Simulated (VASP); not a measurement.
# BAuCl3 (P6_3/mmc) in VASP: single point with PBE

Aim: the single point of BAuCl3 with PBE.

Program: VASP 6.6.1. These are calculated values, not measurements. Logs are shortened: lines on timing, memory, paths and dates and some standing lists are left out, and cuts for length are marked.

### Step 1. The cell of the first run

It takes space group P6_3/mmc (No. 194, hexagonal). Conventional cell: a = 6.904 Å, b = 6.904 Å, c = 5.841 Å, α = 90.00°, β = 90.00°, γ = 120.00°. Within 4.5 Å of B (site symmetry -6m2) lie 12 Cl at 3.45 to 3.46 Å and 6 Au at 4.25 Å. Within 3.4 Å of Au (site symmetry -3m) lie 6 Cl at 2.60 Å and 2 Au at 2.92 Å. Within 3.4 Å of Cl (site symmetry mm2) lie 2 Au at 2.60 Å and 2 Cl at 3.17 Å.

### Step 2. Single point, PBE

Contents of INCAR:

```
PREC = Accurate
ENCUT = 520
EDIFF = 1E-6
ISMEAR = 0
SIGMA = 0.1
LREAL = F
LASPH = T
NELM = 80
ALGO = Normal
ISIF = 2
LWAVE = F
LCHARG = T
GGA = PE
LELF = T
LVHAR = T
NBANDS = 46
```

Contents of KPOINTS:

```
Automatic mesh
0
Gamma
  6 6 6
```

Contents of POSCAR:

```
BAuCl3
1.0
    6.9040034319      0.0000000000      0.0000000000
   -3.4520017159      5.9790423598      0.0000000000
    0.0000000000      0.0000000000      5.8407915608
B Au Cl
2 2 6
Direct
    0.3333333333      0.6666666667      0.7500000000
    0.6666666667      0.3333333333      0.2500000000
    0.0000000000      0.0000000000      0.5000000000
    0.0000000000      0.0000000000      0.0000000000
    0.1801408735      0.3602817471      0.2500000000
    0.8198591265      0.1801408735      0.7500000000
    0.8198591265      0.6397182529      0.7500000000
    0.1801408735      0.8198591265      0.2500000000
    0.6397182529      0.8198591265      0.2500000000
    0.3602817471      0.1801408735      0.7500000000
```

Potentials or basis: VASP PAW PBE potentials, release 64 (B, Au, Cl).

The run is started by

```
$ cat potpaw_PBE.64/B/POTCAR potpaw_PBE.64/Au/POTCAR potpaw_PBE.64/Cl/POTCAR > POTCAR
$ mpirun -np 1 vasp_std > vasp.out
```

OUTCAR:

```text
PREC = Accurate
   ENCUT = 520
   EDIFF = 1E-6
   ISMEAR = 0
   LREAL = F
   LASPH = T
   NELM = 80
   ISIF = 2
   GGA = PE

 ion  position               nearest neighbor table
   1  0.333  0.667  0.750-
   2  0.667  0.333  0.250-
   3  0.000  0.000  0.500-   6 2.60   8 2.60   7 2.60   5 2.60   9 2.60  10 2.60   4 2.92   4 2.92

   4  0.000  0.000  0.000-   6 2.60   8 2.60   7 2.60   5 2.60   9 2.60  10 2.60   3 2.92   3 2.92

   5  0.180  0.360  0.250-   3 2.60   4 2.60
   6  0.820  0.180  0.750-   3 2.60   4 2.60
   7  0.820  0.640  0.750-   3 2.60   4 2.60
   8  0.180  0.820  0.250-   3 2.60   4 2.60
   9  0.640  0.820  0.250-   3 2.60   4 2.60
  10  0.360  0.180  0.750-   3 2.60   4 2.60

  LATTYP: Found a hexagonal cell.
 ALAT       =     6.9040034319
 C/A-ratio  =     0.8460006746

  Lattice vectors:

 A1 = (   6.9040034319,   0.0000000000,   0.0000000000)
 A2 = (  -3.4520017159,   5.9790423598,   0.0000000000)
 A3 = (   0.0000000000,   0.0000000000,   5.8407915608)

Analysis of symmetry for initial positions (statically):
=====================================================================
 Subroutine PRICEL returns:
 Original cell was already a primitive cell.

 Routine SETGRP: Setting up the symmetry group for a
 hexagonal supercell.

 Subroutine GETGRP returns: Found 24 space group operations
 (whereof 12 operations were pure point group operations)
 out of a pool of 24 trial point group operations.

The static configuration has the point symmetry D_3d.
 The point group associated with its full space group is D_6h.

Analysis of symmetry for dynamics (positions and initial velocities):
=====================================================================
 Subroutine PRICEL returns:
 Original cell was already a primitive cell.

 Routine SETGRP: Setting up the symmetry group for a
 hexagonal supercell.

 Subroutine GETGRP returns: Found 24 space group operations
 (whereof 12 operations were pure point group operations)
 out of a pool of 24 trial point group operations.

The dynamic configuration has the point symmetry D_3d.
 The point group associated with its full space group is D_6h.

 Subroutine INISYM returns: Found 24 space group operations
 (whereof 12 operations are pure point group operations),
 and found     1 'primitive' translations

[... 112 lines left out ...]
   EDIFFG = 0.1E-04   stopping-criterion for IOM
   NSW    =      0    number of steps for IOM
   IBRION =     -1    ionic relax: 0-MD 1-quasi-New 2-CG
   NFREE  =      0    steps in history (QN), initial steepest desc. (CG)
   ISIF   =      2    stress and relaxation
   ISYM   =      2    0-nonsym 1-usesym 2-fastsym
   POTIM  = 0.5000    time-step for ionic-motion
   TEBEG  =    0.0;   TEEND  =   0.0 temperature during run
   PSTRESS=    0.0 pullay stress
   NELECT =      70.0000    total number of electrons
   NUPDOWN=      -1.0000    fix difference up-down
   EMIN   =  10.00;   EMAX   =-10.00  energy-range for DOS
   EFERMI =   0.00;   METHOD = LEGACY
   ISMEAR =     0;   SIGMA  =   0.10  broadening in eV -4-tet -1-fermi 0-gaus
   EFERMI_NEDOS =   21; number of points for ismear=-14 and -15
   IALGO  =     38    algorithm
   IMIX   =      4    mixing-type and parameters
     AMIX     =   0.40;   BMIX     =  1.00
     AMIX_MAG =   1.60;   BMIX_MAG =  1.00
  volume/ion in A,a.u.               =      24.11       162.70
  Fermi-wavevector in a.u.,A,eV,Ry     =   1.084025  2.048511 15.988352  1.175111
  Thomas-Fermi vector in A             =   2.220105
   LORBIT       =      0    0 simple, 1 ext, 2 COOP (PROOUT), +10 PAW based schemes
   GGA     = PE    functional components
   LHFCALC =     F    Hartree Fock is set to
   AEXX    =    0.0000 exact exchange contribution
   IVDW    =     0    specifies the selected vdW correction
   LEPSILON=     F    determine dielectric tensor
   LRPA    =     F    only Hartree local field effects (RPA)
 non-spin polarized calculation
 Gauss-broadening in eV      SIGMA  =   0.10
  energy-cutoff  :      520.00
  volume of cell :      241.10
 maximum number of plane-waves:      6518
 NGX is ok and might be reduce to    54
   NGX = 25   NGY = 25   NGZ = 21

 number of electron      69.9999995 magnetization

 Free energy of the ion-electron system (eV)
  ---------------------------------------------------
  ext. energy  EPLUGINS =         0.00000000
  ---------------------------------------------------
  free energy    TOTEN  =       -22.15375163 eV

  energy without entropy =      -22.12612023  energy(sigma->0) =      -22.13993593

 E-fermi :   1.9059     XC(G=0):  -8.7648

 val. band max:        1.8979882408   @ k =   0.3333   0.0000   0.5000
 cond. band min:       1.9149474723   @ k =   0.5000   0.0000   0.5000
 fundamental gap:      0.0169592315
 Fermi energy:         1.9058736580

 k-point     1 :       0.0000    0.0000    0.0000
  band No.  band energies     occupation
      1     -13.3718      2.00000
      2     -12.7742      2.00000
      3     -12.5805      2.00000
      4     -12.5805      2.00000
      5     -12.5312      2.00000
      6     -12.5312      2.00000
[... 1165 lines left out ...]
     45       9.3128      0.00000
     46       9.3129      0.00000

 [... further k-points ...]
[... 5 lines left out ...]
  --------------------------------------------------------------------------------------
  -------------------------------------------------------------------------------------
  Total       -0.2033543     -0.2033543     -0.2209634     -0.0000000      0.0000000      0.0000000
  in kB       -1.3513243     -1.3513243     -1.4683400     -0.0000000      0.0000000      0.0000000
  external PRESSURE =      -1.3903296 kB  Pullay stress =       0.0000000 kB

 VOLUME and BASIS-vectors are now :
 -----------------------------------------------------------------------------
  energy-cutoff  :      520.00
  volume of cell :      241.10
      direct lattice vectors                 reciprocal lattice vectors
     6.904003432  0.000000000  0.000000000     0.144843497  0.083625432  0.000000000
    -3.452001716  5.979042360  0.000000000     0.000000000  0.167250864  0.000000000
     0.000000000  0.000000000  5.840791561     0.000000000  0.000000000  0.171209671

 POSITION                                       TOTAL-FORCE (eV/Angst)
 -----------------------------------------------------------------------------------
     -0.00000      3.98603      4.38059         0.000000     -0.000000      0.000000
      3.45200      1.99301      1.46020         0.000000     -0.000000      0.000000
      0.00000      0.00000      2.92040         0.000000     -0.000000      0.000000
      0.00000      0.00000      0.00000         0.000000     -0.000000      0.000000
     -0.00000      2.15414      1.46020        -0.000000     -0.014510     -0.000000
      5.03846      1.07707      4.38059         0.012566     -0.007255     -0.000000
      3.45200      3.82490      4.38059         0.000000      0.014510      0.000000
     -1.58646      4.90197      1.46020        -0.012566      0.007255      0.000000
      1.58646      4.90197      1.46020         0.012566      0.007255      0.000000
      1.86554      1.07707      4.38059        -0.012566     -0.007255     -0.000000
 -----------------------------------------------------------------------------------
    total drift:                               -0.000000      0.000000      0.000000

  FREE ENERGIE OF THE ION-ELECTRON SYSTEM (eV)
  ---------------------------------------------------
  free  energy   TOTEN  =       -22.1537516252 eV

  energy  without entropy=      -22.1261202288  energy(sigma->0) =      -22.13993593
```

OSZICAR:

```text
N       E                     dE             d eps       ncg     rms          rms(c)
DAV:   1     0.444230511539E+03    0.44423E+03   -0.31329E+04  2584   0.133E+03
DAV:   2     0.113730124239E+02   -0.43286E+03   -0.41026E+03  3254   0.254E+02
DAV:   3    -0.250662969981E+02   -0.36439E+02   -0.35740E+02  2870   0.768E+01
DAV:   4    -0.257874788374E+02   -0.72118E+00   -0.71987E+00  2906   0.124E+01
DAV:   5    -0.258060257296E+02   -0.18547E-01   -0.18540E-01  3032   0.194E+00    0.189E+01
DAV:   6    -0.223239640617E+02    0.34821E+01   -0.92439E+00  2792   0.214E+01    0.164E+01
DAV:   7    -0.221962566055E+02    0.12771E+00   -0.22494E+00  3002   0.740E+00    0.813E+00
DAV:   8    -0.221524320404E+02    0.43825E-01   -0.24604E-01  2896   0.195E+00    0.296E+00
DAV:   9    -0.221537955109E+02   -0.13635E-02   -0.18339E-02  3026   0.761E-01    0.631E-01
DAV:  10    -0.221536928619E+02    0.10265E-03   -0.64820E-03  2888   0.317E-01    0.823E-02
DAV:  11    -0.221537022291E+02   -0.93672E-05   -0.23210E-04  2870   0.880E-02    0.438E-02
DAV:  12    -0.221537477950E+02   -0.45566E-04   -0.70822E-05  2908   0.369E-02    0.136E-02
DAV:  13    -0.221537520611E+02   -0.42661E-05   -0.46769E-06  2646   0.956E-03    0.505E-03
DAV:  14    -0.221537516252E+02    0.43590E-06   -0.17297E-06  2340   0.540E-03
   1 F= -.22153752E+02 E0= -.22139936E+02  d E =-.276314E-01
```

Wall time 12 min (1 thread of AMD EPYC 7R13, shared host); peak memory 0.5 GiB.

What came out:

```
Free energy            : -22.1538 eV
Pressure               : -0.1 GPa
Largest force          : 0.015 eV/Å
Band gap on the k mesh : zero (band 35 reaches 2.39 eV, above the bottom of band 36 at 1.67 eV)
```

Forces in eV/Å, atoms in the order of the input:
```
B    0.000  0.000  0.000
B    0.000  0.000  0.000
Au   0.000  0.000  0.000
Au   0.000  0.000  0.000
Cl   0.000 -0.015  0.000
Cl   0.013 -0.007  0.000
Cl   0.000  0.015  0.000
Cl  -0.013  0.007  0.000
Cl   0.013  0.007  0.000
Cl  -0.013 -0.007  0.000
```

Caveat: spin-orbit coupling is left out, which moves the levels of the heavy elements.
